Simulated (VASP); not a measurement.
# Zn3C: single point with PBE

The system is Zn3C.

```
Zn C
1.0
    -2.44110    2.44110    2.44110
     2.44110   -2.44110    2.44110
     2.44110    2.44110   -2.44110
Zn C
3 1
Cartesian
  2.4411 0.0000 0.0000
  0.0000 2.4411 0.0000
  0.0000 0.0000 2.4411
  0.0000 0.0000 0.0000
```

```json
{
  "Program": "VASP 6.6.1",
  "Task": "single point",
  "Functional": "PBE",
  "Potentials or basis": "VASP PAW PBE potentials, release 64 (Zn, C)",
  "Cutoff": "520 eV",
  "k mesh": "6 × 6 × 6",
  "Occupations": "gaussian, width 0.1 eV",
  "Spin": "no spin polarisation"
}
```

```
Pressure               : 0.4 GPa
Band gap on the k mesh : zero (band 20 reaches 3.75 eV, above the bottom of band 21 at -0.10 eV)
```

Levels at points of the mesh, in eV from the Fermi level:
| k point | band 17 | band 18 | band 19 | band 20 | band 21 | band 22 | band 23 | band 24 |
| --- | --- | --- | --- | --- | --- | --- | --- | --- |
| (0.00, 0.00, 0.00) | -3.10 | -1.31 | -1.31 | -1.31 | 1.90 | 1.90 | 1.90 | 4.31 |
| (0.50, 0.00, 0.00) | -6.22 | -2.91 | -1.66 | -1.37 | 0.49 | 2.85 | 2.90 | 5.69 |
| (0.50, 0.50, 0.50) | -3.89 | -3.89 | -3.89 | -2.60 | -2.60 | 3.16 | 3.16 | 3.16 |

It took 11 s on 1 thread of Intel(R) Xeon(R) 6975P-C (Granite Rapids), on a shared host, peak memory 0.17 GiB.
